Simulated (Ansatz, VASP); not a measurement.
# Two plane-wave programs on SiO2

```
Si O
1.0
    -2.63191    4.78863    4.45926
     2.63191   -4.78863    4.45926
     2.63191    4.78863   -4.45926
Si O
4 8
Direct
  0.92914 0.84466 0.08448
  0.73983 0.15534 0.58448
  0.07086 0.15534 0.91552
  0.26017 0.84466 0.41552
  0.13099 0.88099 0.25000
  0.86901 0.11901 0.75000
  0.79176 0.50000 0.79176
  0.20824 0.00000 0.70824
  0.20824 0.50000 0.20824
  0.79176 0.00000 0.29176
  0.00000 0.00000 0.00000
  0.50000 0.00000 0.50000
```

Alike in both runs: functional PBEsol; k mesh 6 × 6 × 6; occupations gaussian, width 0.02 eV; no spin polarisation.

Ansatz relaxed the structure, and its values are those at the end. VASP's run is a single point on that final structure, the one shown.

```csv
,VASP,Ansatz
version,VASP 6.6.1,Ansatz 0.2.0
potentials or method,"VASP PAW PBE potentials, release 64 (Si, O), cutoff 520 eV","scalar-relativistic, plane waves, PAW"
valence electrons in the cell,64,64
```

```tsv
	VASP	Ansatz	Ansatz less VASP
gap on the k mesh at the Fermi level (eV)	5.50	5.50	+0.003
least direct gap on the mesh (eV)	5.50	5.50	+0.003
pressure (GPa)	0.4	0.0	-0.39
rms of the force components (eV/Å)	0.017	0.000	-0.0169
```

VASP's potentials were made for PBE, not for PBEsol. The functional is the same, so the differences come from potentials, cutoffs and numerics. Ansatz's warnings: xc potential rough in thin density.
